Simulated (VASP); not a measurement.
Wanted: the native input for a VASP 6.6.1 run.

| Quantity | Value |
| --- | --- |
| Task | single point |
| Functional | PBEsol |
| Dispersion | D3(BJ) |
| Potentials or basis | VASP PAW PBE potentials, release 64 (Ge_d) |
| Cutoff | 520 eV |
| k mesh | 7 × 7 × 7 |
| Occupations | gaussian, width 0.2 eV |
| Spin | no spin polarisation |
| Dipole correction | no |
| Further INCAR settings | ALGO = Normal; EDIFF = 1e-06; NBANDS = 36 |

The structure of Ge lies in POSCAR:

```
Ge
1.0
    0.0000000000      2.8857400000      5.1156650000
    2.6304970000      0.0000000000      5.1156650000
    2.6304970000      2.8857400000      0.0000000000
Ge
4
Direct
    0.7818670000      0.7818670000      0.2181330000
    0.2181330000      0.2181330000      0.7818670000
    0.2735100000      0.7264900000      0.2735100000
    0.7264900000      0.2735100000      0.7264900000
```

These files were run (other wordings do the same):

INCAR

```
ALGO = Normal
EDIFF = 1E-6
ENCUT = 520
GGA = PS
ISIF = 2
ISMEAR = 0
IVDW = 12
LASPH = T
LCHARG = F
LREAL = F
LWAVE = F
NBANDS = 36
NELM = 80
PREC = Accurate
SIGMA = 0.2
```

KPOINTS

```
k-points
0
Gamma
  7 7 7
```

Potentials or basis: VASP PAW PBE potentials, release 64 (Ge_d).

The run is started by

```console
$ cat potpaw_PBE.64/Ge_d/POTCAR > POTCAR
$ mpirun -np 1 vasp_std > vasp.out
```

It gave:

* Pressure: -6.4 GPa
* Largest force: 0.047 eV/Å
* Band gap on the k mesh: zero (bands 28 and 29 overlap by 2.71 eV)
* Dispersion energy per atom: -0.317 eV

Caveat: the cell stands under tension; the PAW data sets were made with another functional, which shifts forces and pressure a little.

Run time: 2.4 min on 1 thread of Intel(R) Xeon(R) Platinum 8559C (Emerald Rapids), on a shared host, peak memory 0.31 GiB.
